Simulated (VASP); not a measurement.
Wanted: the native input for a VASP 6.6.1 run.

```yaml
Task: single point
Functional: r2SCAN
Potentials_or_basis: VASP PAW PBE potentials, release 64 (P, Li_sv)
Cutoff: 520 eV
k_mesh: 13 × 13 × 13
Occupations: fermi-dirac, width 0.05 eV
Spin: no spin polarisation
Dipole_correction: no
Further_INCAR_settings: ALGO = Normal; EDIFF = 1e-06; NBANDS = 12
```

Crystal: Li2P (CdCl2 type).

```xyz
3
Lattice="1.7474 -1.0089 2.8514 0.0000 2.0177 2.8514 -1.7474 -1.0089 2.8514" Properties=species:S:1:pos:R:3 pbc="T T T"
P     0.0000    0.0000    0.0000
Li    0.0000    0.0000    2.1392
Li    0.0000    0.0000    6.4150
```

These files were run (other wordings do the same):

POSCAR

```
Li2P
1.0
    1.7473963722     -1.0088597659      2.8514143745
    0.0000000000      2.0177195318      2.8514143745
   -1.7473963722     -1.0088597659      2.8514143745
P Li
1 2
Direct
    0.0000000000      0.0000000000      0.0000000000
    0.2500744393      0.2500744393      0.2500744393
    0.7499255607      0.7499255607      0.7499255607
```

INCAR.step1

```
SYSTEM = Li2P
PREC = Accurate ; ENCUT = 520
ISMEAR = -1 ; SIGMA = 0.05
LREAL = .False. ; LASPH = .True.
NELM = 80 ; NBANDS = 12
GGA = PE ; ALGO = Normal
EDIFF = 1E-4 ; LWAVE = .True.
LCHARG = .False.
```

INCAR.step2

```
SYSTEM = Li2P
PREC = Accurate ; ENCUT = 520
EDIFF = 1E-6 ; ISMEAR = -1
SIGMA = 0.05 ; LREAL = .False.
LASPH = .True. ; NELM = 80
ALGO = Normal ; ISIF = 2
LWAVE = .False. ; LCHARG = .True.
METAGGA = R2SCAN ; LMIXTAU = .True.
LELF = .True. ; LVHAR = .True.
NBANDS = 12 ; ISTART = 1
```

KPOINTS

```
Automatic mesh
0
Gamma
  13 13 13
  0 0 0
```

Potentials or basis: VASP PAW PBE potentials, release 64 (P, Li_sv).

The run is started by

```console
$ cat potpaw_PBE.64/P/POTCAR potpaw_PBE.64/Li_sv/POTCAR > POTCAR
$ cp INCAR.step1 INCAR
$ mpirun -np 1 vasp_std > vasp.out
$ cp INCAR.step2 INCAR
$ mpirun -np 1 vasp_std > vasp.out
```

It gave:

```yaml
Band_gap_on_the_k_mesh: zero (an odd number of electrons rules out a gap without spin polarisation)
```

Run time: 12 min on 1 thread of Oxide Virtual Turin-like Processor, on a shared host, peak memory 0.18 GiB.
